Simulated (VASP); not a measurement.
# SbPt (P6_3/mmc) in VASP: a series of runs, part 2 of 2

VASP 6.6.1. The steps go on from the part before.

**3. Electric field gradients, LDA (zz strain of +2 %)**

INCAR

```
PREC     = Accurate       # precision mode
ENCUT    = 520            # plane-wave cutoff, eV
EDIFF    = 1E-8           # SCF threshold, eV
ISMEAR   = -1             # smearing method
SIGMA    = 0.08           # smearing width, eV
LREAL    = False          # projectors in reciprocal space
LASPH    = True           # aspherical terms in the spheres
NELM     = 60             # most SCF steps
ALGO     = Normal         # electronic algorithm
ISIF     = 2              # what is computed and relaxed
LWAVE    = False          # write WAVECAR
LCHARG   = False          # write CHGCAR
LEFG     = True         
NBANDS   = 23             # bands
```

KPOINTS

```
Automatic mesh
0
Gamma
  11 11 8
```

POSCAR

```
SbPt
1.0
    4.1299978706      0.0000000000      0.0000000000
   -2.0649989353      3.5766830735      0.0000000000
    0.0000000000      0.0000000000      5.5814400000
Sb Pt
2 2
Direct
    0.3333333333      0.6666666667      0.2500000000
    0.6666666667      0.3333333333      0.7500000000
    0.0000000000      0.0000000000      0.0000000000
    0.0000000000      0.0000000000      0.5000000000
```

Potentials or basis: VASP PAW LDA potentials, release 64 (Sb, Pt).

Launch:

```console
cat potpaw_LDA.64/Sb/POTCAR potpaw_LDA.64/Pt/POTCAR > POTCAR
mpirun -np 1 vasp_std > vasp.out
```

OUTCAR:

```text
PREC = Accurate
   ENCUT = 520
   EDIFF = 1E-8
   ISMEAR = -1
   LREAL = False
   LASPH = True
   NELM = 60
   ISIF = 2

 ion  position               nearest neighbor table
   1  0.333  0.667  0.250-   3 2.76   4 2.76   3 2.76   4 2.76   3 2.76   4 2.76   2 3.67   2 3.67
                             2 3.67   2 3.67   2 3.67   2 3.67
   2  0.667  0.333  0.750-   3 2.76   4 2.76   3 2.76   4 2.76   3 2.76   4 2.76   1 3.67   1 3.67
                             1 3.67   1 3.67   1 3.67   1 3.67
   3  0.000  0.000  0.000-   1 2.76   2 2.76   1 2.76   2 2.76   2 2.76   1 2.76   4 2.79   4 2.79

   4  0.000  0.000  0.500-   1 2.76   2 2.76   1 2.76   2 2.76   2 2.76   1 2.76   3 2.79   3 2.79

  LATTYP: Found a hexagonal cell.
 ALAT       =     4.1299978706
 C/A-ratio  =     1.3514389535

  Lattice vectors:

 A1 = (   4.1299978706,   0.0000000000,   0.0000000000)
 A2 = (  -2.0649989353,   3.5766830735,   0.0000000000)
 A3 = (   0.0000000000,   0.0000000000,   5.5814400000)

Analysis of symmetry for initial positions (statically):
=====================================================================
 Subroutine PRICEL returns:
 Original cell was already a primitive cell.

 Routine SETGRP: Setting up the symmetry group for a
 hexagonal supercell.

 Subroutine GETGRP returns: Found 24 space group operations
 (whereof 12 operations were pure point group operations)
 out of a pool of 24 trial point group operations.

The static configuration has the point symmetry D_3d.
 The point group associated with its full space group is D_6h.

Analysis of symmetry for dynamics (positions and initial velocities):
=====================================================================
 Subroutine PRICEL returns:
 Original cell was already a primitive cell.

 Routine SETGRP: Setting up the symmetry group for a
 hexagonal supercell.

 Subroutine GETGRP returns: Found 24 space group operations
 (whereof 12 operations were pure point group operations)
 out of a pool of 24 trial point group operations.

The dynamic configuration has the point symmetry D_3d.
 The point group associated with its full space group is D_6h.

 Subroutine INISYM returns: Found 24 space group operations
 (whereof 12 operations are pure point group operations),
 and found     1 'primitive' translations

----------------------------------------------------------------------------------------

                                     Primitive cell

  volume of cell :      82.4473

  direct lattice vectors                    reciprocal lattice vectors
     4.129997871  0.000000000  0.000000000     0.242130875  0.139794326  0.000000000
    -2.064998935  3.576683073  0.000000000     0.000000000  0.279588652  0.000000000
     0.000000000  0.000000000  5.581440000     0.000000000  0.000000000  0.179165233

  length of vectors
     4.129997871  4.129997871  5.581440000     0.279588652  0.279588652  0.179165233

  position of ions in fractional coordinates (direct lattice)
     0.333333333  0.666666667  0.250000000
     0.666666667  0.333333333  0.750000000
     0.000000000  0.000000000  0.000000000
     0.000000000  0.000000000  0.500000000

[... 89 lines left out ...]
   NELECT =      30.0000    total number of electrons
   NUPDOWN=      -1.0000    fix difference up-down
   EMIN   =  10.00;   EMAX   =-10.00  energy-range for DOS
   EFERMI =   0.00;   METHOD = LEGACY
   ISMEAR =    -1;   SIGMA  =   0.08  broadening in eV -4-tet -1-fermi 0-gaus
   EFERMI_NEDOS =   21; number of points for ismear=-14 and -15
   IALGO  =     38    algorithm
   IMIX   =      4    mixing-type and parameters
     AMIX     =   0.40;   BMIX     =  1.00
     AMIX_MAG =   1.60;   BMIX_MAG =  1.00
  volume/ion in A,a.u.               =      20.61       139.10
  Fermi-wavevector in a.u.,A,eV,Ry     =   1.168754  2.208625 18.585363  1.365986
  Thomas-Fermi vector in A             =   2.305236
   LORBIT       =      0    0 simple, 1 ext, 2 COOP (PROOUT), +10 PAW based schemes
   GGA     = CA    functional components
   LHFCALC =     F    Hartree Fock is set to
   AEXX    =    0.0000 exact exchange contribution
   IVDW    =     0    specifies the selected vdW correction
   LEPSILON=     F    determine dielectric tensor
   LRPA    =     F    only Hartree local field effects (RPA)
 non-spin polarized calculation
  energy-cutoff  :      520.00
  volume of cell :       82.45
 maximum number of plane-waves:      2264
 NGX is ok and might be reduce to    32
   NGX = 15   NGY = 15   NGZ = 21

 number of electron      30.0000003 magnetization

 Free energy of the ion-electron system (eV)
  ---------------------------------------------------
  ext. energy  EPLUGINS =         0.00000000
  ---------------------------------------------------
  free energy    TOTEN  =       -26.32613346 eV

  energy without entropy =      -26.28189677  energy(sigma->0) =      -26.30401511

 E-fermi :   9.7612     XC(G=0): -11.5625

 val. band max:        9.7602153753   @ k =   0.3636  -0.0000   0.2500
 cond. band min:       9.7641993536   @ k =   0.1818   0.1818   0.3750
 fundamental gap:      0.0039839783
 Fermi energy:         9.7611929112

 k-point     1 :       0.0000    0.0000    0.0000
  band No.  band energies     occupation
      1      -3.0236      2.00000
      2       0.6739      2.00000
      3       2.8242      2.00000
      4       3.9228      2.00000
      5       3.9228      2.00000
      6       4.0743      2.00000
[... 613 lines left out ...]
     22      16.2549      0.00000
     23      16.9506      0.00000

 [... further k-points ...]
[... 5 lines left out ...]
  --------------------------------------------------------------------------------------
  -------------------------------------------------------------------------------------
  Total       -0.8720524     -0.8720524     -2.6677262      0.0000000      0.0000000      0.0000000
  in kB      -16.9463681    -16.9463681    -51.8412284      0.0000000      0.0000000      0.0000000
  external PRESSURE =     -28.5779882 kB  Pullay stress =       0.0000000 kB

 VOLUME and BASIS-vectors are now :
 -----------------------------------------------------------------------------
  energy-cutoff  :      520.00
  volume of cell :       82.45
      direct lattice vectors                 reciprocal lattice vectors
     4.129997871  0.000000000  0.000000000     0.242130875  0.139794326  0.000000000
    -2.064998935  3.576683073  0.000000000     0.000000000  0.279588652  0.000000000
     0.000000000  0.000000000  5.581440000     0.000000000  0.000000000  0.179165233

 POSITION                                       TOTAL-FORCE (eV/Angst)
 -----------------------------------------------------------------------------------
     -0.00000      2.38446      1.39536         0.000000     -0.000000      0.000000
      2.06500      1.19223      4.18608         0.000000      0.000000      0.000000
      0.00000      0.00000      0.00000        -0.000000     -0.000000      0.000000
      0.00000      0.00000      2.79072         0.000000     -0.000000      0.000000
 -----------------------------------------------------------------------------------
    total drift:                               -0.000000      0.000000      0.000000

  FREE ENERGIE OF THE ION-ELECTRON SYSTEM (eV)
  ---------------------------------------------------
  free  energy   TOTEN  =       -26.3261334569 eV

  energy  without entropy=      -26.2818967701  energy(sigma->0) =      -26.30401511

 Electric field gradients (V/A^2)
---------------------------------------------------------------------
 ion       V_xx      V_yy      V_zz      V_xy      V_xz      V_yz
---------------------------------------------------------------------
   1      -7.256    -7.256    14.513    -0.000    -0.000     0.000
   2      -7.256    -7.256    14.513    -0.000     0.000    -0.000
   3      47.484    47.484   -94.968    -0.000     0.000    -0.000
   4      47.484    47.484   -94.968    -0.000    -0.000     0.000
---------------------------------------------------------------------

 Electric field gradients after diagonalization (V/A^2)
 (convention: |V_zz| > |V_xx| > |V_yy|)
----------------------------------------------------------------------
 ion       V_xx      V_yy      V_zz     asymmetry (V_yy - V_xx)/ V_zz
----------------------------------------------------------------------
   1      -7.256    -7.256    14.513       0.000
   2      -7.256    -7.256    14.513       0.000
   3      47.485    47.484   -94.968       0.000
   4      47.485    47.484   -94.968       0.000
----------------------------------------------------------------------

           NMR quadrupolar parameters

 Cq : quadrupolar parameter    Cq=e*Q*V_zz/h
 eta: asymmetry parameters     (V_yy - V_xx)/ V_zz
 Q  : nuclear electric quadrupole moment in mb (millibarn)
----------------------------------------------------------------------
 ion       Cq(MHz)       eta       Q (mb)
----------------------------------------------------------------------
   1       0.035       0.000       1.000
   2       0.035       0.000       1.000
   3      -0.230       0.000       1.000
   4      -0.230       0.000       1.000
----------------------------------------------------------------------
```

It took 95 s on 1 thread of Intel Xeon Platinum 8259CL at 2.50GHz (Skylake/Cascade Lake), shared host; peak memory 0.27 GiB.

Results:

```yaml
Free_energy: -26.3261 eV
Pressure: -2.9 GPa
Band_gap_on_the_k_mesh: zero (bands 15 and 16 overlap by 3.89 eV)
Largest_electric_field_gradient_by_atom: Sb +14.5; Pt -95.0 V/Å²
```

Stress tensor (GPa, compression positive):
```
-1.69  0.00  0.00
 0.00 -1.69  0.00
 0.00  0.00 -5.18
```

Electric field gradients, principal values (V/Å²):
| atom | least | middle | greatest (by size) |
| --- | --- | --- | --- |
| 1 Sb | -7.256 | -7.256 | 14.513 |
| 2 Sb | -7.256 | -7.256 | 14.513 |
| 3 Pt | 47.484 | 47.485 | -94.968 |
| 4 Pt | 47.484 | 47.485 | -94.968 |

Caveat: the cell differs from its parent crystal (zz strain of +2 %); without QUAD_EFG the Cq values of the log hold for a quadrupole moment of 1 mb, not for the nuclei; spin-orbit coupling is left out, which moves the levels of the heavy elements.

**4. Electric field gradients, LDA (zz strain of +2 %)**

INCAR

```
ALGO     = Normal         # electronic algorithm
EDIFF    = 1E-8           # SCF threshold, eV
ENCUT    = 520            # plane-wave cutoff, eV
GGA      = CA             # functional
ISIF     = 2              # what is computed and relaxed
ISMEAR   = -1             # smearing method
LASPH    = True           # aspherical terms in the spheres
LCHARG   = False          # write CHGCAR
LEFG     = True         
LREAL    = False          # projectors in reciprocal space
LWAVE    = False          # write WAVECAR
NBANDS   = 23             # bands
NELM     = 60             # most SCF steps
PREC     = Accurate       # precision mode
SIGMA    = 0.08           # smearing width, eV
```

KPOINTS

```
k-points
0
Gamma
  11 11 8
```

POSCAR is that of step 3.

Potentials or basis: VASP PAW LDA potentials, release 64 (Sb, Pt).

Launch:

```console
cat potpaw_LDA.64/Sb/POTCAR potpaw_LDA.64/Pt/POTCAR > POTCAR
mpirun -np 1 vasp_std > vasp.out
```

OUTCAR:

```text
EDIFF = 1E-8
   ENCUT = 520
   GGA = CA
   ISIF = 2
   ISMEAR = -1
   LASPH = True
   LREAL = False
   NELM = 60
   PREC = Accurate

 ion  position               nearest neighbor table
   1  0.333  0.667  0.250-   3 2.76   4 2.76   3 2.76   4 2.76   3 2.76   4 2.76   2 3.67   2 3.67
                             2 3.67   2 3.67   2 3.67   2 3.67
   2  0.667  0.333  0.750-   3 2.76   4 2.76   3 2.76   4 2.76   3 2.76   4 2.76   1 3.67   1 3.67
                             1 3.67   1 3.67   1 3.67   1 3.67
   3  0.000  0.000  0.000-   1 2.76   2 2.76   1 2.76   2 2.76   2 2.76   1 2.76   4 2.79   4 2.79

   4  0.000  0.000  0.500-   1 2.76   2 2.76   1 2.76   2 2.76   2 2.76   1 2.76   3 2.79   3 2.79

  LATTYP: Found a hexagonal cell.
 ALAT       =     4.1299978706
 C/A-ratio  =     1.3514389535

  Lattice vectors:

 A1 = (   4.1299978706,   0.0000000000,   0.0000000000)
 A2 = (  -2.0649989353,   3.5766830735,   0.0000000000)
 A3 = (   0.0000000000,   0.0000000000,   5.5814400000)

Analysis of symmetry for initial positions (statically):
=====================================================================
 Subroutine PRICEL returns:
 Original cell was already a primitive cell.

 Routine SETGRP: Setting up the symmetry group for a
 hexagonal supercell.

 Subroutine GETGRP returns: Found 24 space group operations
 (whereof 12 operations were pure point group operations)
 out of a pool of 24 trial point group operations.

The static configuration has the point symmetry D_3d.
 The point group associated with its full space group is D_6h.

Analysis of symmetry for dynamics (positions and initial velocities):
=====================================================================
 Subroutine PRICEL returns:
[... 792 lines left out ...]

 [... further k-points ...]
[... 5 lines left out ...]
  --------------------------------------------------------------------------------------
  -------------------------------------------------------------------------------------
  Total       -0.8720524     -0.8720524     -2.6677262      0.0000000      0.0000000      0.0000000
  in kB      -16.9463681    -16.9463681    -51.8412284      0.0000000      0.0000000      0.0000000
  external PRESSURE =     -28.5779882 kB  Pullay stress =       0.0000000 kB

 VOLUME and BASIS-vectors are now :
 -----------------------------------------------------------------------------
  energy-cutoff  :      520.00
  volume of cell :       82.45
      direct lattice vectors                 reciprocal lattice vectors
     4.129997871  0.000000000  0.000000000     0.242130875  0.139794326  0.000000000
    -2.064998935  3.576683073  0.000000000     0.000000000  0.279588652  0.000000000
     0.000000000  0.000000000  5.581440000     0.000000000  0.000000000  0.179165233

 POSITION                                       TOTAL-FORCE (eV/Angst)
 -----------------------------------------------------------------------------------
     -0.00000      2.38446      1.39536         0.000000     -0.000000      0.000000
      2.06500      1.19223      4.18608         0.000000      0.000000      0.000000
      0.00000      0.00000      0.00000        -0.000000     -0.000000      0.000000
      0.00000      0.00000      2.79072         0.000000     -0.000000      0.000000
 -----------------------------------------------------------------------------------
    total drift:                               -0.000000      0.000000      0.000000

  FREE ENERGIE OF THE ION-ELECTRON SYSTEM (eV)
  ---------------------------------------------------
  free  energy   TOTEN  =       -26.3261334569 eV

  energy  without entropy=      -26.2818967701  energy(sigma->0) =      -26.30401511

 Electric field gradients (V/A^2)
---------------------------------------------------------------------
 ion       V_xx      V_yy      V_zz      V_xy      V_xz      V_yz
---------------------------------------------------------------------
   1      -7.256    -7.256    14.513    -0.000    -0.000     0.000
   2      -7.256    -7.256    14.513    -0.000     0.000    -0.000
   3      47.484    47.484   -94.968    -0.000     0.000    -0.000
   4      47.484    47.484   -94.968    -0.000    -0.000     0.000
---------------------------------------------------------------------

 Electric field gradients after diagonalization (V/A^2)
 (convention: |V_zz| > |V_xx| > |V_yy|)
----------------------------------------------------------------------
 ion       V_xx      V_yy      V_zz     asymmetry (V_yy - V_xx)/ V_zz
----------------------------------------------------------------------
   1      -7.256    -7.256    14.513       0.000
   2      -7.256    -7.256    14.513       0.000
   3      47.485    47.484   -94.968       0.000
   4      47.485    47.484   -94.968       0.000
----------------------------------------------------------------------

           NMR quadrupolar parameters

 Cq : quadrupolar parameter    Cq=e*Q*V_zz/h
 eta: asymmetry parameters     (V_yy - V_xx)/ V_zz
 Q  : nuclear electric quadrupole moment in mb (millibarn)
----------------------------------------------------------------------
 ion       Cq(MHz)       eta       Q (mb)
----------------------------------------------------------------------
   1       0.035       0.000       1.000
   2       0.035       0.000       1.000
   3      -0.230       0.000       1.000
   4      -0.230       0.000       1.000
----------------------------------------------------------------------
```

Wall time 92 s (1 thread of Intel Xeon Platinum 8259CL at 2.50GHz (Skylake/Cascade Lake), shared host); peak memory 0.27 GiB.

Results:

| Quantity | Value |
| --- | --- |
| Free energy | -26.3261 eV |
| Pressure | -2.9 GPa |
| Band gap on the k mesh | zero (bands 15 and 16 overlap by 3.89 eV) |
| Largest electric field gradient by atom | Sb +14.5; Pt -95.0 V/Å² |

Stress tensor (GPa, compression positive):
```
-1.69  0.00  0.00
 0.00 -1.69  0.00
 0.00  0.00 -5.18
```

Electric field gradients, principal values (V/Å²):
```
atom   least  middle  greatest (by size)
1 Sb  -7.256  -7.256              14.513
2 Sb  -7.256  -7.256              14.513
3 Pt  47.484  47.485             -94.968
4 Pt  47.484  47.485             -94.968
```

Caveat: the cell differs from its parent crystal (zz strain of +2 %); without QUAD_EFG the Cq values of the log hold for a quadrupole moment of 1 mb, not for the nuclei; spin-orbit coupling is left out, which moves the levels of the heavy elements.
